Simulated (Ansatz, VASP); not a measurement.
**GaN in VASP and in Ansatz**

File INCAR:

```
ALGO = Normal
EDIFF = 1E-7
ENCUT = 520
GGA = PE
ISIF = 2
ISMEAR = -1
LASPH = T
LCHARG = F
LREAL = F
LWAVE = F
NBANDS = 16
NELM = 60
PREC = Accurate
SIGMA = 0.05
```

File KPOINTS:

```
k-points
0
Gamma
  11 11 11
```

File POSCAR:

```
GaN
1.0
    0.0000000000      2.1209041320      2.1209041320
    2.1209041320      0.0000000000      2.1209041320
    2.1209041320      2.1209041320      0.0000000000
Ga N
1 1
Direct
    0.0000000000      0.0000000000      0.0000000000
    0.5000000000      0.5000000000      0.5000000000
```

The input input.yaml:

```yaml
crystal:
  lattice:
    - [0.0, 2.120904132, 2.120904132]
    - [2.120904132, 0.0, 2.120904132]
    - [2.120904132, 2.120904132, 0.0]
  atoms:
    - { symbol: Ga, position: [0.0, 0.0, 0.0] }
    - { symbol: "N", position: [0.5, 0.5, 0.5] }
kpoints:
  mp_grid: { grid: [11, 11, 11] }
scf:
  occupations: { method: fermi_dirac, width: 0.05 }
hamiltonian:
  xc: pbe
  pseudopotentials: { kind: all_electron, lapw: { basis_error: 0.0005 } }
output:
  forces: true
  stress: true
  eigenvalues: true
```

Change from the starting cell: volume scaled by 0.98.

Alike in both runs: task single point; functional PBE; k mesh 11 × 11 × 11; occupations fermi-dirac, width 0.05 eV; no spin polarisation.

|  | VASP | Ansatz |
| --- | --- | --- |
| version | VASP 6.6.1 | Ansatz 0.2.0 |
| potentials or method | VASP PAW PBE potentials, release 64 (Ga_d, N), cutoff 520 eV | all-electron LAPW, scalar-relativistic |

Ansatz gave:

| Quantity | Value |
| --- | --- |
| gap on the k mesh at the Fermi level (eV) | 0.68 |
| least direct gap on the mesh (eV) | 2.62 |
| pressure (GPa) | 4.1 |

Problem. What did VASP give for the same quantities?

Solution. gap on the k mesh at the Fermi level (eV): 0.67; least direct gap on the mesh (eV): 2.61; pressure (GPa): 4.9.

Ansatz ran all-electron here, and VASP with PAW potentials.
